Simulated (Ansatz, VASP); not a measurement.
# Two plane-wave programs on Sn8S8O

```
Sn S O
1.0
     2.04522    5.89812    4.09032
     2.04522   -5.89812    4.09032
     8.18088    0.00000    0.00000
Sn S O
8 8 1
Cartesian
  1.8155 -4.4955 3.1809
  3.9145 -1.2056 5.3160
  6.1574 -4.2215 3.0341
  8.1157 -1.4081 5.1376
  4.0313 1.6749 3.1488
  6.0557 4.5665 5.2994
  7.9070 1.5302 3.2113
  10.1717 4.3214 5.1311
  1.9729 -1.9000 2.9433
  4.4708 -3.7833 5.0702
  6.1396 -1.6009 2.9679
  8.0516 -4.0425 5.0363
  4.0042 4.2863 2.9613
  6.1058 1.9529 5.1520
  8.1542 4.1297 3.0260
  10.0376 1.7143 4.9416
  11.3339 -4.6786 4.8632
```

Alike in both runs: functional LDA; k mesh 1 × 1 × 1; occupations fermi-dirac, width 0.05 eV; collinear spin.

Ansatz relaxed the structure, and its values are those at the end. VASP's run is a single point on that final structure, the one shown.

|  | VASP | Ansatz |
| --- | --- | --- |
| version | VASP 6.6.1 | Ansatz 0.2.0 |
| potentials or method | VASP PAW LDA potentials, release 64 (Sn_d, S, O), cutoff 520 eV | scalar-relativistic, plane waves, PAW |
| valence electrons in the cell | 166 | 166 |

```tsv
	VASP	Ansatz	Ansatz less VASP
rms of the force components (eV/Å)	0.027	0.019	-0.0088
net moment per atom (μB)	0.00	0.00	0.000
```

LDA's correlation is that of Perdew and Zunger in VASP and of Perdew and Wang (1992) in Ansatz. Ansatz's warnings: seeded moment not kept.
